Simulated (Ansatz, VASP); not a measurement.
## Two plane-wave programs on Ru

The input INCAR:

```
  PREC = Accurate
  ENCUT = 520
  EDIFF = 1E-7
  ISMEAR = -1
  SIGMA = 0.05
  LREAL = F
  LASPH = T
  NELM = 80
  ALGO = Normal
  ISIF = 2
  LWAVE = F
  LCHARG = F
  GGA = PE
  NBANDS = 21
```

File KPOINTS:

```
regular mesh
0
Gamma
  11 11 6
```

Contents of POSCAR:

```
Ru
1.0
    2.7057993300      0.0000000000      0.0000000000
   -1.3528996700      2.3432909600      0.0000000000
    0.0000000000      0.0000000000      4.2819000000
Ru
2
Direct
    0.3333333300      0.6666666700      0.2500000000
    0.6666666700      0.3333333300      0.7500000000
```

Input for Ansatz:

```yaml
crystal:
  lattice:
    - [2.70579933, 0.0, 0.0]
    - [-1.35289967, 2.34329096, 0.0]
    - [0.0, 0.0, 4.2819]
  atoms:
    - { symbol: Ru, position: [0.33333333, 0.66666667, 0.25] }
    - { symbol: Ru, position: [0.66666667, 0.33333333, 0.75] }
hamiltonian:
  xc: pbe
  pseudopotentials: { kind: paw }
basis:
  ecutwfc: 420
kpoints:
  mp_grid: { grid: [11, 11, 6] }
scf:
  occupations: { method: fermi_dirac, width: 0.05 }
  lower_state_search: "off"
output:
  forces: true
  stress: true
  write_density: true
  write_potential: true
  elf: true
  volumetric_format: npy
```

Alike in both runs: task single point; functional PBE; k mesh 11 × 11 × 6; occupations fermi-dirac, width 0.05 eV; no spin polarisation.

|  | VASP | Ansatz |
| --- | --- | --- |
| version | VASP 6.6.1 | Ansatz 0.2.0 |
| potentials or method | VASP PAW PBE potentials, release 64 (Ru_pv), cutoff 520 eV | PAW, plane waves, scalar-relativistic |
| valence electrons in the cell | 28 | 32 |

|  | VASP | Ansatz | Ansatz less VASP |
| --- | --- | --- | --- |
| pressure (GPa) | 4.5 | 4.6 | +0.08 |
| traceless stress, the component that is largest in VASP (GPa) | -0.04 | -0.06 | -0.015 |

VASP's potentials hold 28 valence electrons a cell and Ansatz's 32, so a difference there can come from the potentials and not from the codes.
